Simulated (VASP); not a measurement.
## MgS: single point with LDA

MgS:

```
CELL_PARAMETERS angstrom
0.00000 2.77529 2.77529
2.77529 0.00000 2.77529
2.77529 2.77529 0.00000
ATOMIC_POSITIONS crystal
S 0.25000 0.25000 0.25000
Mg 0.00000 0.00000 0.00000
```

This cell differs from its parent crystal: volume scaled by 0.94.

* Program: VASP 6.6.1
* Task: single point
* Functional: LDA
* Potentials or basis: VASP PAW LDA potentials, release 64 (S, Mg)
* Cutoff: 520 eV
* k mesh: 8 × 8 × 8
* Occupations: fermi-dirac, width 0.05 eV
* Spin: no spin polarisation

* Pressure: 1.2 GPa
* Band gap on the k mesh: 3.50 eV, direct

Levels at points of the mesh, in eV from the valence-band top:
```tsv
k point	band 1	band 2	band 3	band 4	band 5	band 6	band 7	band 8
(0.00, 0.00, 0.00)	-11.44	0.00	0.00	0.00	3.50	7.92	7.92	7.92
(0.50, 0.00, 0.00)	-10.65	-3.42	-0.35	-0.35	5.08	7.54	7.54	8.65
(0.50, 0.50, 0.00)	-10.39	-3.06	-1.13	-1.13	3.60	5.51	11.47	12.49
```

Run time: 9.3 s on 1 thread of Intel(R) Xeon(R) 6975P-C (Granite Rapids), on a shared host, peak memory 0.15 GiB.

 A k mesh can miss the band edges.
